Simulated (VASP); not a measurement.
Input of a VASP 6.6.1 run:

The input INCAR:

```
SYSTEM = SnO
PREC = Accurate
ENCUT = 600
EDIFF = 1E-7
ISMEAR = -1
SIGMA = 0.05
LREAL = .False.
LASPH = .True.
NELM = 120
ALGO = Normal
ISIF = 3
LWAVE = .False.
LCHARG = .False.
GGA = LIBXC
LIBXC1 = GGA_X_B88
LIBXC2 = GGA_C_PBE
IBRION = 2
NSW = 60
EDIFFG = -0.01
GGA_COMPAT = .False.
NELMIN = 4
```

Contents of KPOINTS:

```
Automatic mesh
0
Gamma
  7 7 6
  0 0 0
```

The input POSCAR:

```
SnO
1.0
    3.8136952200      0.0000000000      0.0000000000
    0.0000000000      3.8136952200      0.0000000000
    0.0000000000      0.0000000000      4.8869133000
Sn O
2 2
Direct
    0.5000000000      0.0000000000      0.7646261400
    0.0000000000      0.5000000000      0.2353738600
    0.0000000000      0.0000000000      0.0000000000
    0.5000000000      0.5000000000      0.0000000000
```

Potentials or basis: VASP PAW PBE potentials, release 64 (Sn_d, O).

Command:

```sh
$ cat potpaw_PBE.64/Sn_d/POTCAR potpaw_PBE.64/O/POTCAR > POTCAR
$ mpirun -np 1 vasp_std > vasp.out
```

What does it give for the relaxed volume?

18.75 Å³/atom.

Predict the relaxed cell.

a = 3.864 Å, b = 3.864 Å, c = 5.024 Å, α = 90.00°, β = 90.00°, γ = 90.00°.

What does it give for the band gap on the k mesh?

0.66 eV (least direct gap 1.95 eV).

Final structure:
```
Sn O
1.0
     3.86364    0.00000    0.00000
     0.00000    3.86364    0.00000
     0.00000    0.00000    5.02379
Sn O
2 2
Direct
  0.50000 0.00000 0.76882
  0.00000 0.50000 0.23118
  0.00000 0.00000 0.00000
  0.50000 0.50000 0.00000
```

Caveat: the PAW data sets were made with another functional, which shifts forces and pressure a little; spin-orbit coupling is left out, which moves the levels of the heavy elements; an odd mesh through Γ misses points on the zone boundary, where band edges can lie.
